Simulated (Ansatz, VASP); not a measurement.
**SrCl2: VASP beside Ansatz**

```
Sr Cl
1.0
     0.00000    3.34608    3.76434
     3.34608    0.00000    3.76434
     3.34608    3.34608    0.00000
Sr Cl
1 2
Direct
  0.00000 0.00000 0.00000
  0.25000 0.25000 0.25000
  0.75000 0.75000 0.75000
```

Change from the starting cell: strain -0.040 along x and y, +0.080 along z, atoms carried along.

Alike in both runs: task single point; functional r2SCAN; k mesh 6 × 6 × 6; occupations gaussian, width 0.05 eV; no spin polarisation.

|  | VASP | Ansatz |
| --- | --- | --- |
| version | VASP 6.6.1 | Ansatz 0.2.0 |
| potentials or method | VASP PAW PBE potentials, release 64 (Sr_sv, Cl), cutoff 520 eV | scalar-relativistic, plane waves, PAW |
| valence electrons in the cell | 24 | 24 |

VASP gave:

```
gap on the k mesh at the Fermi level (eV)                     : 5.15
least direct gap on the mesh (eV)                             : 5.48
pressure (GPa)                                                : 0.7
traceless stress, the component that is largest in VASP (GPa) : -4.33
```

Question: What did Ansatz give for the same quantities?

Answer: gap on the k mesh at the Fermi level (eV): 5.15; least direct gap on the mesh (eV): 5.48; pressure (GPa): 0.7; traceless stress, the component that is largest in VASP (GPa): -4.36.

VASP's potentials were made for PBE, not for r2SCAN. With one functional, cell and mesh, what is left measures potentials, basis and numerics.
